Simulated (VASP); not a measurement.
A run of VASP 6.6.1 is set up as follows.

The input INCAR:

```
ALGO = Normal
EDIFF = 1E-7
ENCUT = 520
GGA = PS
ISIF = 2
ISMEAR = -1
IVDW = 13
LASPH = T
LCHARG = F
LREAL = F
LWAVE = F
NBANDS = 36
NELM = 60
PREC = Accurate
SIGMA = 0.05
```

Contents of KPOINTS:

```
k-points
0
Gamma
  12 12 3
```

POSCAR

```
C
1.0
    2.5021337947      0.0000000000      0.0000000000
   -1.2510668973      2.1669114299      0.0000000000
    0.0000000000      0.0000000000     12.3405210921
C
12
Direct
    0.6666666667      0.3333333333      0.3549243465
    0.3333333333      0.6666666667      0.8549243465
    0.6666666667      0.3333333333      0.1450756535
    0.3333333333      0.6666666667      0.6450756535
    0.6666666667      0.3333333333      0.4792298772
    0.3333333333      0.6666666667      0.9792298772
    0.6666666667      0.3333333333      0.0207701228
    0.3333333333      0.6666666667      0.5207701228
    0.0000000000      0.0000000000      0.8131298786
    0.0000000000      0.0000000000      0.3131298786
    0.0000000000      0.0000000000      0.6868701214
    0.0000000000      0.0000000000      0.1868701214
```

Potentials or basis: VASP PAW PBE potentials, release 64 (C).

The run is started by

```console
$ cat potpaw_PBE.64/C/POTCAR > POTCAR
$ mpirun -np 1 vasp_std > vasp.out
```

Question: What does it give for the pressure?

Answer: 1.1 GPa.

Question: Estimate the band gap on the k mesh.

Answer: 4.38 eV (least direct gap 5.37 eV).

Question: What does it give for the dispersion energy per atom?

Answer: -0.121 eV.

Forces in eV/Å, atoms in the order of the input:
```
C    0.000  0.000  0.000
C    0.000  0.000  0.000
C    0.000  0.000  0.000
C    0.000  0.000  0.000
C    0.000  0.000 -0.001
C    0.000  0.000 -0.001
C    0.000  0.000  0.001
C    0.000  0.000  0.001
C    0.000  0.000 -0.005
C    0.000  0.000 -0.005
C    0.000  0.000  0.005
C    0.000  0.000  0.005
```

Caveat: the PAW data sets were made with another functional, which shifts forces and pressure a little; an odd mesh through Γ misses points on the zone boundary, where band edges can lie.
